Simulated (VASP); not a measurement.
# ZnCd2S3: single point with PBE

The system is ZnCd2S3.

```xyz
6
Lattice="4.8536 0.0000 0.0000 0.0000 4.8536 0.0000 0.0000 0.0000 6.4168" Properties=species:S:1:pos:R:3 pbc="T T T"
Zn    0.0000    0.0000    5.5884
Cd    0.0000    2.4268    2.0646
Cd    2.4268    0.0000    2.0646
S     0.0000    2.4268    6.0557
S     2.4268    0.0000    6.0557
S     0.0000    0.0000    3.1626
```

```
Program             : VASP 6.6.1
Task                : single point
Functional          : PBE
Potentials or basis : VASP PAW PBE potentials, release 64 (Zn, Cd, S)
Cutoff              : 520 eV
k mesh              : 4 × 4 × 2
Occupations         : gaussian, width 0.1 eV
Spin                : no spin polarisation
```

```
Pressure               : 0.3 GPa
Largest force          : 0.064 eV/Å
Band gap on the k mesh : zero (band 27 reaches 2.22 eV, above the bottom of band 28 at 1.57 eV)
```

Forces in eV/Å, atoms in the order of the input:
```
Zn   0.000  0.000 -0.013
Cd   0.000  0.000  0.064
Cd   0.000  0.000  0.064
S    0.000  0.000 -0.062
S    0.000  0.000 -0.062
S    0.000  0.000  0.008
```

Stress tensor (GPa, compression positive):
```
0.19 0.00 0.00
0.00 0.19 0.00
0.00 0.00 0.38
```

Levels at points of the mesh, in eV from the Fermi level:
```
           k point  band 24  band 25  band 26  band 27  band 28  band 29  band 30  band 31
(0.00, 0.00, 0.00)    -2.06    -1.66    -1.25    -0.40    -0.40     0.41     0.75     3.42
(0.50, 0.00, 0.00)    -2.36    -1.71    -1.47    -1.24    -0.11     1.61     3.78     3.84
(0.50, 0.50, 0.00)    -2.91    -2.91     0.08     0.21     0.50     2.80     2.80     4.65
(0.00, 0.00, 0.50)    -3.44    -2.27    -0.36    -0.36     0.16     1.01     1.73     3.59
(0.50, 0.00, 0.50)    -2.22    -2.01    -1.50    -1.18     1.08     1.38     3.43     3.48
(0.50, 0.50, 0.50)    -1.96    -1.96    -0.24     0.10     0.51     2.23     2.39     2.39
```

It took 27 s on 1 thread of Intel(R) Xeon(R) 6975P-C (Granite Rapids) (shared host), peak memory 0.26 GiB.

Caveat: the k points lie up to 0.49 Å⁻¹ apart.
